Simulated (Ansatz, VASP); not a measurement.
**Pt: VASP beside Ansatz**

```
Pt
1.0
     2.89377    0.00000    0.00000
    -1.44689    2.50608    0.00000
     0.00000    0.00000    9.33299
Pt
4
Direct
  0.00000 0.00000 0.00000
  0.00000 0.00000 0.50000
  0.33333 0.66667 0.75000
  0.66667 0.33333 0.25000
```

Alike in both runs: task single point; functional r2SCAN; k mesh 9 × 9 × 2; occupations gaussian, width 0.1 eV; no spin polarisation.

|  | VASP | Ansatz |
| --- | --- | --- |
| version | VASP 6.6.1 | Ansatz 0.2.0 |
| potentials or method | VASP PAW PBE potentials, release 64 (Pt), cutoff 520 eV | scalar-relativistic, plane waves, PAW |
| valence electrons in the cell | 40 | 72 |

|  | VASP | Ansatz | Ansatz less VASP |
| --- | --- | --- | --- |
| gap on the k mesh at the Fermi level (eV) | none | none | - |
| pressure (GPa) | -19.8 | -20.1 | -0.32 |
| traceless stress, the component that is largest in VASP (GPa) | 2.33 | 2.32 | -0.017 |

VASP's potentials were made for PBE, not for r2SCAN. A gap of «none» marks a metal or a gap that the smearing closes. VASP's potentials hold 40 valence electrons a cell and Ansatz's 72, so a difference there can come from the potentials and not from the codes.

Spin-orbit coupling is off throughout.
